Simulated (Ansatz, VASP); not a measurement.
## NaF: VASP beside Ansatz

The input POSCAR:

```
NaF
1.0
    0.0000000000      2.2972417931      2.2972417931
    2.2972417931      0.0000000000      2.2972417931
    2.2972417931      2.2972417931      0.0000000000
Na F
1 1
Direct
    0.0000000000      0.0000000000      0.0000000000
    0.5000000000      0.5000000000      0.5000000000
```

The input INCAR.step1:

```
PREC = Accurate
ENCUT = 520
EDIFF = 1E-5
ISMEAR = 0
SIGMA = 0.01
LREAL = F
LASPH = T
NELM = 120
ALGO = Normal
ISIF = 2
LWAVE = T
LCHARG = F
GGA = PE
NBANDS = 14
GGA_COMPAT = F
```

Contents of INCAR.step2:

```
PREC = Accurate
ENCUT = 520
EDIFF = 1E-6
ISMEAR = 0
SIGMA = 0.01
LREAL = F
LASPH = T
NELM = 120
ALGO = Normal
ISIF = 2
LWAVE = F
LCHARG = F
GGA = PE
LHFCALC = T
HFSCREEN = 0.2079
PRECFOCK = Normal
ISTART = 1
NBANDS = 14
GGA_COMPAT = F
```

Contents of KPOINTS:

```
Automatic mesh
0
Gamma
  4 4 4
```

Input for Ansatz:

```yaml
crystal:
  lattice:
    - [0.0, 2.2972417931, 2.2972417931]
    - [2.2972417931, 0.0, 2.2972417931]
    - [2.2972417931, 2.2972417931, 0.0]
  atoms:
    - { symbol: Na, position: [0.0, 0.0, 0.0] }
    - { symbol: F, position: [0.5, 0.5, 0.5] }
kpoints:
  mp_grid: { grid: [4, 4, 4] }
hamiltonian:
  xc: hse06
scf:
  occupations: { method: fixed }
  n_extra_bands: 4
output:
  forces: true
  stress: true
  eigenvalues: true
```

Alike in both runs: task single point; functional HSE06; k mesh 4 × 4 × 4; no spin polarisation.

|  | VASP | Ansatz |
| --- | --- | --- |
| version | VASP 6.6.1 | Ansatz 0.2.0 |
| potentials or method | VASP PAW PBE potentials, release 64 (Na_pv, F) | plane waves, PAW |
| plane-wave cutoff (eV) | 520 | 420 |
| occupations | gaussian, width 0.01 eV | fixed |
| valence electrons in the cell | 14 | 16 |

Ansatz gave:

| Item | Value |
| --- | --- |
| gap on the k mesh at the Fermi level (eV) | 8.64 |
| pressure (GPa) | 1.5 |

**Question.** Estimate VASP's values.

**Answer.** gap on the k mesh at the Fermi level (eV): 8.61; pressure (GPa): 1.6.

VASP's potentials hold 14 valence electrons a cell and Ansatz's 16, so a difference there can come from the potentials and not from the codes. Ansatz's warnings: stress exchange threshold loose, stress scf threshold loose.

The k mesh is coarse, so the values compare programs but aren't converged.
